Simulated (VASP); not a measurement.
**KI: relaxation of cell and atoms with r2SCAN**

Crystal: KI.

```
K I
1.0
     4.29462    0.00000    0.00000
     0.00000    4.29462    0.00000
     0.00000    0.00000    4.29462
K I
1 1
Cartesian
  0.0000 0.0000 0.0000
  2.1473 2.1473 2.1473
```

* Program: VASP 6.6.1
* Task: relaxation of cell and atoms
* Functional: r2SCAN
* Potentials or basis: VASP PAW PBE potentials, release 64 (K_sv, I)
* Cutoff: 600 eV
* k mesh: 6 × 6 × 6
* Occupations: gaussian, width 0.02 eV
* Spin: no spin polarisation
* Dipole correction: no
* Further INCAR settings: ALGO = Normal; EDIFF = 1e-07; IBRION = 2; EDIFFG = -0.01; NSW = 80; ISIF = 3

```json
{
  "Pressure after relaxing": "0.0 GPa",
  "Band gap on the k mesh": "4.03 eV (least direct gap 4.40 eV)"
}
```

Final structure:
```
CELL_PARAMETERS angstrom
4.29462 0.00000 0.00000
0.00000 4.29462 0.00000
0.00000 0.00000 4.29462
ATOMIC_POSITIONS crystal
K 0.00000 0.00000 0.00000
I 0.50000 0.50000 0.50000
```

Levels at points of the mesh, in eV from the valence-band top:
```tsv
k point	band 4	band 5	band 6	band 7	band 8	band 9	band 10	band 11	band 12
(0.00, 0.00, 0.00)	-13.27	-11.48	-0.37	-0.37	-0.37	4.03	5.26	5.26	9.10
(0.50, 0.00, 0.00)	-13.26	-11.17	-2.30	-0.29	-0.29	6.14	6.72	7.63	7.76
(0.50, 0.50, 0.00)	-13.25	-11.11	-1.74	-1.74	0.00	4.45	6.36	7.42	7.42
(0.50, 0.50, 0.50)	-13.33	-10.93	-1.68	-1.68	-1.68	6.13	6.13	6.13	9.62
```

Wall time 71 s on 1 thread of Intel(R) Xeon(R) Platinum 8259CL CPU @ 2.50GHz (Skylake/Cascade Lake), on a shared host, peak memory 0.22 GiB.

Caveat: the relaxation stopped at its first step, so nothing moved; the PAW data sets were made with another functional, which shifts forces and pressure a little; spin-orbit coupling is left out, which moves the levels of the heavy elements. A k mesh can miss the band edges.
